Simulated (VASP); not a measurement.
Here is a VASP 6.6.1 calculation.

INCAR

```
SYSTEM = TiO2
PREC = Accurate
ENCUT = 520
EDIFF = 1E-7
ISMEAR = 0
SIGMA = 0.05
LREAL = .False.
LASPH = .True.
NELM = 80
ALGO = Normal
ISIF = 2
LWAVE = .False.
LCHARG = .False.
GGA = PS
NBANDS = 60
```

The input KPOINTS:

```
Automatic mesh
0
Gamma
  7 7 3
  0 0 0
```

Contents of POSCAR:

```
TiO2
1.0
   -3.7706690430      0.0000000000      0.0000000000
    0.0000000000     -3.7706690430      0.0000000000
    0.0000000000      0.0000000000      9.5463353711
Ti O
4 8
Direct
    0.0000000000      0.0000000000      0.0000000000
    0.5000000000      0.5000000000      0.5000000000
    0.5000000000      0.0000000000      0.7500000000
    0.0000000000      0.5000000000      0.2500000000
    0.5000000000      0.5000000000      0.7076196664
    1.0000000000      1.0000000000      0.2076196664
    0.5000000000      0.0000000000      0.9576196664
    1.0000000000      0.5000000000      0.4576196664
    0.5000000000      0.0000000000      0.5423803336
    0.0000000000      0.5000000000      0.0423803336
    0.0000000000      0.0000000000      0.7923803336
    0.5000000000      0.5000000000      0.2923803336
```

Potentials or basis: VASP PAW PBE potentials, release 64 (Ti_sv, O).

Run with:

```sh
$ cat potpaw_PBE.64/Ti_sv/POTCAR potpaw_PBE.64/O/POTCAR > POTCAR
$ mpirun -np 1 vasp_std > vasp.out
```

(1) Predict the band gap on the k mesh.

(2) Estimate the pressure.

Answers

(1) 2.08 eV.

(2) 0.7 GPa.

Caveat: the PAW data sets were made with another functional, which shifts forces and pressure a little.
